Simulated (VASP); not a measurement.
Crystal: Ir.

```
Ir
1.0
     2.70763    0.00000    0.00000
     1.35381    2.34488    0.00000
     1.35381    0.78163    2.21077
Ir
1
Direct
  0.00000 0.00000 0.00000
```

Base run:

```yaml
Program: VASP 6.6.1
Functional: PBEsol
Potentials_or_basis: VASP PAW PBE potentials, release 64 (Ir_sv_GW)
Cutoff: 500 eV
k_mesh: 9 × 9 × 9
Occupations: fermi-dirac, width 0.1 eV
Spin: no spin polarisation
```

Its results: pressure -3.3 GPa.

The run is repeated on the same cell with these changes: potentials or basis from VASP PAW PBE potentials, release 64 (Ir_sv_GW) to VASP PAW PBE potentials, release 64 (Ir); cutoff from 500 eV to 520 eV; further incar settings from ALGO = Normal; EDIFF = 1e-06; NBANDS = 14 to ALGO = Normal; EDIFF = 1e-06; NBANDS = 10; valence electrons from 17 to 9. What comes out?

Pressure 1.0 GPa.

Caveats: the PAW data sets were made with another functional, which shifts forces and pressure a little.
